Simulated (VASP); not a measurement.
## ZnCu2SnS4: single point with PBE

The system is ZnCu2SnS4.

```xyz
8
Lattice="-2.7354 2.7354 5.4629 2.7354 -2.7354 5.4629 2.7354 2.7354 -5.4629" Properties=species:S:1:pos:R:3 pbc="T T T"
Zn    2.7354    0.0000    2.7314
Cu    0.0000    0.0000    0.0000
Cu    0.0000    2.7354    2.7314
Sn    0.0000    0.0000    5.4629
S     4.1918    1.3223    1.4136
S     1.3223    1.2790   -1.4136
S    -1.4564    1.4131    6.8765
S     1.4131    1.4564    4.0493
```

| Property | Result |
| --- | --- |
| Program | VASP 6.6.1 |
| Task | single point |
| Functional | PBE |
| Potentials or basis | VASP PAW PBE potentials, release 64 (Zn, Cu, Sn_d, S) |
| Cutoff | 520 eV |
| k mesh | 6 × 6 × 6 |
| Occupations | gaussian, width 0.05 eV |
| Spin | no spin polarisation |
| Dipole correction | no |
| Further INCAR settings | ALGO = Normal; EDIFF = 1e-06; NBANDS = 46 |

* Pressure: 0.1 GPa
* Largest force: 0.034 eV/Å
* Band gap on the k mesh: 0.07 eV

Forces on the atoms (eV/Å):
```
Zn   0.000  0.000  0.000
Cu   0.000  0.000  0.000
Cu   0.000  0.000  0.000
Sn   0.000  0.000  0.000
S   -0.027  0.016 -0.014
S    0.016  0.027  0.014
S    0.027 -0.016 -0.014
S   -0.016 -0.027  0.014
```

Levels at points of the mesh, in eV from the valence-band top:
```csv
k point,band 34,band 35,band 36,band 37,band 38,band 39
"(0.00, 0.00, 0.00)",-0.06,-0.06,0.00,0.07,1.96,2.68
"(0.50, 0.00, 0.00)",-1.09,-0.99,-0.49,1.44,3.04,3.23
"(0.50, 0.50, 0.00)",-0.70,-0.50,-0.39,0.49,2.24,3.05
"(0.50, 0.50, 0.50)",-1.10,-0.84,-0.84,1.16,2.01,2.01
```

Run time: 7.3 min on 1 thread of AMD EPYC 7R13 Processor (Zen 3) (shared host), peak memory 0.48 GiB.

Caveat: spin-orbit coupling is left out, which moves the levels of the heavy elements. A k mesh can miss the band edges.
